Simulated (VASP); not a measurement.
# MoS2 (P6_3/mmc) in VASP: electric field gradients with LDA

Aim: the electric field gradients of MoS2 with LDA.

Everything below comes from runs of VASP 6.6.1. Logs are shortened: lines on timing, memory, paths and dates and some standing lists are left out, and cuts for length are marked.

## Step 1: The cell of the first run

It takes space group P6_3/mmc (No. 194, hexagonal). The conventional cell has a = 3.223 Å, b = 3.223 Å, c = 12.536 Å, α = 90.00°, β = 90.00°, γ = 120.00°. Mo (site symmetry -6m2) has 6 S at 2.41 Å within 3.2 Å. Within 3.2 Å of S (site symmetry 3m) lie 3 Mo at 2.41 Å and 1 S at 3.07 Å.

## Step 2: Electric field gradients, LDA (volume scaled by 1.06)

File INCAR:

```
  PREC = Accurate
  ENCUT = 520
  EDIFF = 1E-8
  ISMEAR = -1
  SIGMA = 0.03
  LREAL = F
  LASPH = T
  NELM = 100
  ALGO = Normal
  ISIF = 2
  LWAVE = F
  LCHARG = F
  LEFG = T
  NBANDS = 35
```

File KPOINTS:

```
regular mesh
0
Gamma
  10 10 3
```

File POSCAR:

```
MoS2
1.0
    3.2229977647      0.0000000000      0.0000000000
   -1.6114988823      2.7911979406      0.0000000000
    0.0000000000      0.0000000000     12.5361396517
Mo S
2 4
Direct
    0.3333333333      0.6666666667      0.2500000000
    0.6666666667      0.3333333333      0.7500000000
    0.3333333333      0.6666666667      0.6275000000
    0.6666666667      0.3333333333      0.1275000000
    0.3333333333      0.6666666667      0.8725000000
    0.6666666667      0.3333333333      0.3725000000
```

Potentials or basis: VASP PAW LDA potentials, release 64 (Mo_sv, S).

Command:

```sh
> cat potpaw_LDA.64/Mo_sv/POTCAR potpaw_LDA.64/S/POTCAR > POTCAR
> mpirun -np 1 vasp_std > vasp.out
```

OUTCAR:

```text
PREC = Accurate
   ENCUT = 520
   EDIFF = 1E-8
   ISMEAR = -1
   LREAL = F
   LASPH = T
   NELM = 100
   ISIF = 2

 ion  position               nearest neighbor table
   1  0.333  0.667  0.250-   4 2.41   6 2.41   4 2.41   6 2.41   4 2.41   6 2.41
   2  0.667  0.333  0.750-   3 2.41   5 2.41   3 2.41   5 2.41   3 2.41   5 2.41
   3  0.333  0.667  0.627-   2 2.41   2 2.41   2 2.41
   4  0.667  0.333  0.127-   1 2.41   1 2.41   1 2.41
   5  0.333  0.667  0.873-   2 2.41   2 2.41   2 2.41
   6  0.667  0.333  0.373-   1 2.41   1 2.41   1 2.41

  LATTYP: Found a hexagonal cell.
 ALAT       =     3.2229977647
 C/A-ratio  =     3.8895899305

  Lattice vectors:

 A1 = (   3.2229977647,   0.0000000000,   0.0000000000)
 A2 = (  -1.6114988823,   2.7911979406,   0.0000000000)
 A3 = (   0.0000000000,   0.0000000000,  12.5361396517)

Analysis of symmetry for initial positions (statically):
=====================================================================
 Subroutine PRICEL returns:
 Original cell was already a primitive cell.

 Routine SETGRP: Setting up the symmetry group for a
 hexagonal supercell.

 Subroutine GETGRP returns: Found 24 space group operations
 (whereof 12 operations were pure point group operations)
 out of a pool of 24 trial point group operations.

The static configuration has the point symmetry D_3d.
 The point group associated with its full space group is D_6h.

Analysis of symmetry for dynamics (positions and initial velocities):
=====================================================================
 Subroutine PRICEL returns:
 Original cell was already a primitive cell.

 Routine SETGRP: Setting up the symmetry group for a
 hexagonal supercell.

 Subroutine GETGRP returns: Found 24 space group operations
 (whereof 12 operations were pure point group operations)
 out of a pool of 24 trial point group operations.

The dynamic configuration has the point symmetry D_3d.
 The point group associated with its full space group is D_6h.

 Subroutine INISYM returns: Found 24 space group operations
 (whereof 12 operations are pure point group operations),
 and found     1 'primitive' translations
[... 147 lines left out ...]
  free energy    TOTEN  =       -48.74378213 eV

  energy without entropy =      -48.74378211  energy(sigma->0) =      -48.74378212

 E-fermi :   7.1726     XC(G=0): -10.8152

 val. band max:        6.8019377487   @ k =   0.0000   0.0000   0.0000
 cond. band min:       7.6338677865   @ k =   0.3000   0.3000   0.0000
 fundamental gap:      0.8319300378
 Fermi energy:         7.1726471925

 k-point     1 :       0.0000    0.0000    0.0000
  band No.  band energies     occupation
      1     -54.4879      2.00000
      2     -54.4879      2.00000
      3     -28.8069      2.00000
      4     -28.8068      2.00000
      5     -28.6367      2.00000
      6     -28.6367      2.00000
[... 901 lines left out ...]
     34      10.3523      0.00000
     35      12.3766      0.00000

 [... further k-points ...]
[... 5 lines left out ...]
  --------------------------------------------------------------------------------------
  -------------------------------------------------------------------------------------
  Total       -6.3660559     -6.3660559     -2.4378994     -0.0000000      0.0000000     -0.0000000
  in kB      -90.4412531    -90.4412531    -34.6347369     -0.0000000      0.0000000     -0.0000000
  external PRESSURE =     -71.8390810 kB  Pullay stress =       0.0000000 kB

 VOLUME and BASIS-vectors are now :
 -----------------------------------------------------------------------------
  energy-cutoff  :      520.00
  volume of cell :      112.78
      direct lattice vectors                 reciprocal lattice vectors
     3.222997765  0.000000000  0.000000000     0.310270150  0.179134555  0.000000000
    -1.611498882  2.791197941  0.000000000     0.000000000  0.358269109  0.000000000
     0.000000000  0.000000000 12.536139652     0.000000000  0.000000000  0.079769373

 POSITION                                       TOTAL-FORCE (eV/Angst)
 -----------------------------------------------------------------------------------
     -0.00000      1.86080      3.13403         0.000000     -0.000000      0.000000
      1.61150      0.93040      9.40210        -0.000000      0.000000      0.000000
     -0.00000      1.86080      7.86643        -0.000000     -0.000000      0.226201
      1.61150      0.93040      1.59836         0.000000      0.000000      0.226201
     -0.00000      1.86080     10.93778        -0.000000     -0.000000     -0.226201
      1.61150      0.93040      4.66971         0.000000      0.000000     -0.226201
 -----------------------------------------------------------------------------------
    total drift:                               -0.000000      0.000000     -0.000000

  FREE ENERGIE OF THE ION-ELECTRON SYSTEM (eV)
  ---------------------------------------------------
  free  energy   TOTEN  =       -48.7437821327 eV

  energy  without entropy=      -48.7437821051  energy(sigma->0) =      -48.74378212

 Electric field gradients (V/A^2)
---------------------------------------------------------------------
 ion       V_xx      V_yy      V_zz      V_xy      V_xz      V_yz
---------------------------------------------------------------------
   1      44.838    44.838   -89.676    -0.000     0.000    -0.000
   2      44.838    44.838   -89.676    -0.000    -0.000     0.000
   3      29.339    29.340   -58.679     0.001    -0.000     0.000
   4      29.339    29.340   -58.679     0.001     0.000    -0.000
   5      29.339    29.340   -58.679     0.001     0.000    -0.000
   6      29.339    29.340   -58.679     0.001    -0.000     0.000
---------------------------------------------------------------------

 Electric field gradients after diagonalization (V/A^2)
 (convention: |V_zz| > |V_xx| > |V_yy|)
----------------------------------------------------------------------
 ion       V_xx      V_yy      V_zz     asymmetry (V_yy - V_xx)/ V_zz
----------------------------------------------------------------------
   1      44.839    44.838   -89.676       0.000
   2      44.839    44.838   -89.676       0.000
   3      29.340    29.339   -58.679       0.000
   4      29.340    29.339   -58.679       0.000
   5      29.340    29.339   -58.679       0.000
   6      29.340    29.339   -58.679       0.000
----------------------------------------------------------------------

           NMR quadrupolar parameters

 Cq : quadrupolar parameter    Cq=e*Q*V_zz/h
 eta: asymmetry parameters     (V_yy - V_xx)/ V_zz
 Q  : nuclear electric quadrupole moment in mb (millibarn)
----------------------------------------------------------------------
 ion       Cq(MHz)       eta       Q (mb)
----------------------------------------------------------------------
   1      -0.217       0.000       1.000
   2      -0.217       0.000       1.000
   3      -0.142       0.000       1.000
   4      -0.142       0.000       1.000
   5      -0.142       0.000       1.000
   6      -0.142       0.000       1.000
----------------------------------------------------------------------
```

Wall time 70 s (1 thread of AMD EPYC 9R14 (Zen 4), shared host); peak memory 0.2 GiB.

What came out:

```yaml
Free_energy: -48.7438 eV
Pressure: -7.2 GPa
Largest_force: 0.226 eV/Å
Band_gap_on_the_k_mesh: 0.83 eV, indirect (least direct gap 1.73 eV)
```

Forces in eV/Å, atoms in the order of the input:
```
Mo   0.000  0.000  0.000
Mo   0.000  0.000  0.000
S    0.000  0.000  0.226
S    0.000  0.000  0.226
S    0.000  0.000 -0.226
S    0.000  0.000 -0.226
```

Electric field gradients, principal values (V/Å²):
```tsv
atom	least	middle	greatest (by size)
1 Mo	44.838	44.839	-89.676
2 Mo	44.838	44.839	-89.676
3 S	29.339	29.340	-58.679
4 S	29.339	29.340	-58.679
5 S	29.339	29.340	-58.679
6 S	29.339	29.340	-58.679
```

Caveat: without QUAD_EFG the Cq values of the log hold for a quadrupole moment of 1 mb, not for the nuclei. A k mesh can miss the band edges.
